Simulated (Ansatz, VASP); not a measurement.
Mo: VASP and Ansatz over several settings

```xyz
1
Lattice="-1.5732 1.5732 1.5732 1.5732 -1.5732 1.5732 1.5732 1.5732 -1.5732" Properties=species:S:1:pos:R:3 pbc="T T T"
Mo    0.0000    0.0000    0.0000
```

Single points on this cell with VASP 6.6.1 and Ansatz 0.2.0. Each row is one pair of runs. Alike in all rows: smearing: fermi-dirac, width 0.05 eV; VASP's potentials, cutoff: VASP PAW PBE potentials, release 64 (Mo_sv), 520 eV; Ansatz's potentials, cutoff: Ansatz PAW, 420 eV.

```csv
level,spin,k mesh,"pressure (GPa), VASP","pressure (GPa), Ansatz"
PBEsol,"non-collinear, zero start, SOC",12 × 12 × 12,-3.9,-4.4
HSE06,off,8 × 8 × 8,-0.6,-1.5
PBE0,off,8 × 8 × 8,-0.3,-1.1
```

Pressure (GPa): the two programs differ by at most 0.9.
